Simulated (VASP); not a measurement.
## Al: single point with PBEsol

Al:

```
CELL_PARAMETERS angstrom
-2.83628 0.00000 0.00000
-1.41814 -2.45629 0.00000
-1.13451 0.00000 18.64430
ATOMIC_POSITIONS crystal
Al 0.92500 0.00000 0.18750
Al 0.72500 0.00000 0.68750
Al 0.00833 0.33333 0.81250
Al 0.20833 0.33333 0.31250
Al 0.62500 0.00000 0.93750
Al 0.82500 0.00000 0.43750
Al 0.64167 0.66667 0.06250
Al 0.44167 0.66667 0.56250
```

This cell differs from its parent crystal: the part above a cut slid along it.

```json
{"Program": "VASP 6.6.1", "Task": "single point", "Functional": "PBEsol", "Potentials or basis": "VASP PAW PBE potentials, release 64 (Al)", "Cutoff": "520 eV", "k mesh": "19 × 19 × 3", "Occupations": "gaussian, width 0.15 eV", "Spin": "no spin polarisation", "Dipole correction": "no", "Further INCAR settings": "ALGO = Fast; EDIFF = 1e-06; NBANDS = 22"}
```

The pressure is 1.0 GPa and the largest force is 0.973 eV/Å. The band gap on the k mesh is zero (bands 12 and 13 overlap by 5.60 eV).

Forces in eV/Å, atoms in the order of the input:
```
Al  -0.019  0.015 -0.058
Al  -0.003 -0.014  0.000
Al  -0.015  0.030 -0.018
Al   0.001 -0.012  0.011
Al  -0.138 -0.480 -0.779
Al  -0.002 -0.001  0.010
Al   0.175  0.462  0.838
Al   0.001 -0.001 -0.005
```

Stress tensor (GPa, compression positive):
```
0.14 0.09 0.58
0.09 0.36 1.26
0.58 1.26 2.43
```

Levels at points of the mesh, in eV from the Fermi level:
| k point | band 10 | band 11 | band 12 | band 13 | band 14 | band 15 |
| --- | --- | --- | --- | --- | --- | --- |
| (0.00, 0.00, 0.00) | -0.97 | -0.94 | 3.31 | 3.37 | 8.08 | 8.24 |

It took 47 min on 1 thread of Oxide Virtual Turin-like Processor, with other jobs on the host, peak memory 1 GiB.

Caveat: the cell differs from its parent crystal (the part above a cut slid along it); the PAW data sets were made with another functional, which shifts forces and pressure a little.
